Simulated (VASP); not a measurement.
# GaAs (F-43m) in VASP: vibrations by perturbation theory with LDA

Aim: the vibrations by perturbation theory of GaAs with LDA.

Everything below comes from runs of VASP 6.6.1. Logs are shortened: lines on timing, memory, paths and dates and some standing lists are left out, and cuts for length are marked.

### 1 The cell of the first run

The structure is cubic, space group F-43m (No. 216). The conventional cell has a = 5.612 Å, b = 5.612 Å, c = 5.612 Å, α = 90.00°, β = 90.00°, γ = 90.00°. Within 3.2 Å of Ga (site symmetry -43m) lie 4 As at 2.43 Å. As (site symmetry -43m) has 4 Ga at 2.43 Å within 3.2 Å.

### 2 Vibrations by perturbation theory, LDA

Contents of INCAR:

```
PREC     = Accurate       # precision mode
ENCUT    = 510            # plane-wave cutoff, eV
EDIFF    = 1E-8           # SCF threshold, eV
ISMEAR   = 0              # smearing method
SIGMA    = 0.01           # smearing width, eV
LREAL    = False          # projectors in reciprocal space
LASPH    = True           # aspherical terms in the spheres
NELM     = 120            # most SCF steps
ALGO     = Normal         # electronic algorithm
ISIF     = 2              # what is computed and relaxed
LWAVE    = False          # write WAVECAR
LCHARG   = False          # write CHGCAR
NBANDS   = 21             # bands
IBRION   = 8              # ionic algorithm
NSW      = 1              # ionic steps
LEPSILON = True           # dielectric tensor by DFPT
GGA_COMPAT= False
```

Contents of KPOINTS:

```
Automatic mesh
0
Gamma
  8 8 8
```

Contents of POSCAR:

```
GaAs
1.0
    0.0000000000      2.8060000000      2.8060000000
    2.8060000000      0.0000000000      2.8060000000
    2.8060000000      2.8060000000      0.0000000000
Ga As
1 1
Direct
    0.0000000000      0.0000000000      0.0000000000
    0.2500000000      0.2500000000      0.2500000000
```

Potentials or basis: VASP PAW LDA potentials, release 64 (Ga_d, As_d).

Command:

```sh
$ cat potpaw_LDA.64/Ga_d/POTCAR potpaw_LDA.64/As_d/POTCAR > POTCAR
$ mpirun -np 1 vasp_std > vasp.out
```

OUTCAR:

```text
PREC = Accurate
   ENCUT = 510
   EDIFF = 1E-8
   ISMEAR = 0
   LREAL = False
   LASPH = True
   NELM = 120
   ISIF = 2
   IBRION = 8
   NSW = 1
   LEPSILON = True

 ion  position               nearest neighbor table
   1  0.000  0.000  0.000-   2 2.43   2 2.43   2 2.43   2 2.43
   2  0.250  0.250  0.250-   1 2.43   1 2.43   1 2.43   1 2.43

  LATTYP: Found a face centered cubic cell.
 ALAT       =     5.6120000000

  Lattice vectors:

 A1 = (   0.0000000000,   2.8060000000,   2.8060000000)
 A2 = (   2.8060000000,   0.0000000000,   2.8060000000)
 A3 = (   2.8060000000,   2.8060000000,   0.0000000000)

Analysis of symmetry for initial positions (statically):
=====================================================================
 Subroutine PRICEL returns:
 Original cell was already a primitive cell.

 Routine SETGRP: Setting up the symmetry group for a
 face centered cubic supercell.

 Subroutine GETGRP returns: Found 24 space group operations
 (whereof 24 operations were pure point group operations)
 out of a pool of 48 trial point group operations.

The static configuration has the point symmetry T_d .

Analysis of symmetry for dynamics (positions and initial velocities):
=====================================================================
 Subroutine PRICEL returns:
 Original cell was already a primitive cell.

 Routine SETGRP: Setting up the symmetry group for a
 face centered cubic supercell.

 Subroutine GETGRP returns: Found 24 space group operations
 (whereof 24 operations were pure point group operations)
 out of a pool of 48 trial point group operations.

The dynamic configuration has the point symmetry T_d .

 Subroutine INISYM returns: Found 24 space group operations
 (whereof 24 operations are pure point group operations),
 and found     1 'primitive' translations

----------------------------------------------------------------------------------------

                                     Primitive cell

  volume of cell :      44.1868

  direct lattice vectors                    reciprocal lattice vectors
     0.000000000  2.806000000  2.806000000    -0.178189594  0.178189594  0.178189594
     2.806000000  0.000000000  2.806000000     0.178189594 -0.178189594  0.178189594
     2.806000000  2.806000000  0.000000000     0.178189594  0.178189594 -0.178189594

  length of vectors
     3.968283256  3.968283256  3.968283256     0.308633430  0.308633430  0.308633430

  position of ions in fractional coordinates (direct lattice)
     0.000000000  0.000000000  0.000000000
     0.250000000  0.250000000  0.250000000

  ion indices of the primitive-cell ions
   primitive index   ion index
                 1           1
                 2           2

----------------------------------------------------------------------------------------

 KPOINTS: Automatic mesh

Automatic generation of k-mesh.
 Grid dimensions read from file:
 generate k-points for:    8    8    8

 Generating k-lattice:

  Cartesian coordinates                     Fractional coordinates (reciprocal lattice)
[... 724 lines left out ...]

 Free energy of the ion-electron system (eV)
  ---------------------------------------------------
  ---------------------------------------------------
  free energy    TOTEN  =        -3.97125823 eV

  energy without entropy =       -3.97125823

------------------------ aborting loop because EDIFF is reached ----------------------------------------

--------------------------------------- Ionic step        2  -------------------------------------------

------------------------ aborting loop because EDIFF is reached ----------------------------------------

--------------------------------------- Ionic step        3  -------------------------------------------

------------------------ aborting loop because EDIFF is reached ----------------------------------------

 PIEZOELECTRIC TENSOR FIELD DIRECTION 3  (e Angst)
 -----------------------------------------------------------------------------
     0.00028 -3.29980  0.00000           (  0.00000 -0.00960  0.00000)
    -3.29980  0.00028  0.00000           ( -0.00960  0.00000  0.00000)
     0.00000  0.00000 -0.00256           (  0.00000  0.00000 -0.00000)

 PIEZOELECTRIC TENSOR FIELD DIRECTION 3  (C/m^2)
 -----------------------------------------------------------------------------
     0.00010 -1.19648  0.00000
    -1.19648  0.00010  0.00000
     0.00000  0.00000 -0.00093

--------------------------------------- Ionic step        4  -------------------------------------------

------------------------ aborting loop because EDIFF is reached ----------------------------------------

[... ionic steps 5 to 6 ...]

--------------------------------------- Ionic step        7  -------------------------------------------

 Free energy of the ion-electron system (eV)
  ---------------------------------------------------
  ---------------------------------------------------
  free energy    TOTEN  =        -0.11610255 eV

  energy without entropy =       -0.11610255

------------------------ aborting loop because EDIFF is reached ----------------------------------------

 INTERNAL STRAIN TENSOR  FOR ION    2  DIRECTION 1   (eV/Angst):
 -----------------------------------------------------------------------------
     0.01709  0.00000  0.00000
     0.00000 -0.00648 -6.57335
     0.00000 -6.57335 -0.00648

 MACROSCOPIC STATIC DIELECTRIC TENSOR (including local field effects in DFT)
 ------------------------------------------------------
          32.555257    -0.000000    -0.000000
          -0.000000    32.555257     0.000000
           0.000000    -0.000000    32.555257
 ------------------------------------------------------

 PIEZOELECTRIC TENSOR (including local field effects)  for field in x, y, z        (e  Angst)
          XX          YY          ZZ          XY          YZ          ZX
  --------------------------------------------------------------------------------
  x     0.00000    -0.00000     0.00000     0.00000    -3.31120     0.00000
  y     0.00000     0.00000     0.00000     0.00000     0.00000    -3.31120
  z     0.00000     0.00000     0.00000    -3.31120     0.00000     0.00000

 PIEZOELECTRIC TENSOR (including local field effects)  for field in x, y, z        (C/m^2)
          XX          YY          ZZ          XY          YZ          ZX
  --------------------------------------------------------------------------------
  x     0.00000    -0.00000     0.00000     0.00000    -1.20061     0.00000
  y     0.00000     0.00000     0.00000     0.00000     0.00000    -1.20061
  z     0.00000     0.00000     0.00000    -1.20061     0.00000     0.00000

 BORN EFFECTIVE CHARGES (including local field effects) (in |e|, cummulative output)
 ---------------------------------------------------------------------------------
 ion    1
    1     2.25710     0.00000     0.00000
    2    -0.00000     2.25710     0.00000
    3    -0.00000    -0.00000     2.25710
 ion    2
    1    -2.25710    -0.00000    -0.00000
    2     0.00000    -2.25710    -0.00000
    3     0.00000     0.00000    -2.25710

 INTERNAL STRAIN TENSOR FOR ION    2 for displacements in x,y,z  (eV/Angst):
          X           Y           Z          XY          YZ          ZX
  --------------------------------------------------------------------------------
  x     0.00000    -0.00000    -0.00000     0.00000    -6.57335     0.00000
  y    -0.00000     0.00000    -0.00000     0.00000     0.00000    -6.57335
  z    -0.00000    -0.00000     0.00000    -6.57335     0.00000     0.00000

 SECOND DERIVATIVES (NOT SYMMETRIZED)
 ------------------------------------
               1X          1Y          1Z          2X          2Y          2Z
  1X    -9.639791    0.000000    0.000000    9.639791    0.000000    0.000000
  1Y     0.000000   -9.639791    0.000000    0.000000    9.639791    0.000000
  1Z     0.000000    0.000000   -9.639791    0.000000    0.000000    9.639791
  2X     9.668546    0.000000    0.000000   -9.668546    0.000000    0.000000
  2Y     0.000000    9.668546    0.000000    0.000000   -9.668546    0.000000
  2Z     0.000000    0.000000    9.668546    0.000000    0.000000   -9.668546

 Eigenvectors and eigenvalues of the dynamical matrix
 ----------------------------------------------------

   1 f  =    8.082685 THz    50.785008 2PiTHz  269.609350 cm-1    33.427284 meV
             X         Y         Z           dx          dy          dz
      0.000000  0.000000  0.000000     0.000000   -0.719186   -0.000000
      1.403000  1.403000  1.403000     0.000000    0.694818    0.000000
[... 21 lines left out ...]
   6 f/i=    0.006015 THz     0.037794 2PiTHz    0.200642 cm-1     0.024876 meV
             X         Y         Z           dx          dy          dz
      0.000000  0.000000  0.000000    -0.373359    0.577340    0.100268
      1.403000  1.403000  1.403000    -0.386453    0.597587    0.103784

--------------------------------------------------------------------------------------------------------

 MACROSCOPIC STATIC DIELECTRIC TENSOR IONIC CONTRIBUTION
 ------------------------------------------------------
           2.161031     0.000000     0.000000
           0.000000     2.161031    -0.000000
           0.000000    -0.000000     2.161031
 ------------------------------------------------------

 ELASTIC MODULI CONTR FROM IONIC RELAXATION (kBar)
 Direction    XX          YY          ZZ          XY          YZ          ZX
 --------------------------------------------------------------------------------
 XX          -0.0000     -0.0000     -0.0000     -0.0000      0.0000     -0.0000
 YY          -0.0000     -0.0000     -0.0000     -0.0000     -0.0000      0.0000
 ZZ          -0.0000     -0.0000     -0.0000      0.0000     -0.0000     -0.0000
 XY          -0.0000     -0.0000      0.0000   -159.9756      0.0000      0.0000
 YZ           0.0000     -0.0000     -0.0000      0.0000   -159.9756      0.0000
 ZX          -0.0000      0.0000     -0.0000      0.0000      0.0000   -159.9756
 --------------------------------------------------------------------------------

 PIEZOELECTRIC TENSOR IONIC CONTR  for field in x, y, z        (C/m^2)
          XX          YY          ZZ          XY          YZ          ZX
  --------------------------------------------------------------------------------
  x     0.00000     0.00000     0.00000     0.00000     0.55326     0.00000
  y     0.00000     0.00000     0.00000     0.00000    -0.00000     0.55326
  z     0.00000     0.00000    -0.00000     0.55326    -0.00000    -0.00000
```

Wall time 18 min (1 thread of Intel Xeon Platinum 8259CL at 2.50GHz (Skylake/Cascade Lake), shared host); peak memory 0.32 GiB.

Results:

```yaml
Electronic_dielectric_tensor_diagonal: 32.56
Born_charges_mean_of_the_diagonal: Ga +2.26; As -2.26 e
Highest_phonon_frequency_at_Γ_LO-TO_splitting_left_out: 270 cm⁻¹
```

Phonon frequencies in cm⁻¹ (negative: imaginary):
```csv
q point,frequencies
"(0.000, 0.000, 0.000)",0 0 0 270 270 270
```

Electronic dielectric tensor:
```
32.56  0.00  0.00
 0.00 32.56  0.00
 0.00  0.00 32.56
```

Born effective charge tensors (e):
atom 1, Ga
```
2.26 0.00 0.00
0.00 2.26 0.00
0.00 0.00 2.26
```
atom 2, As
```
-2.26  0.00  0.00
 0.00 -2.26  0.00
 0.00  0.00 -2.26
```
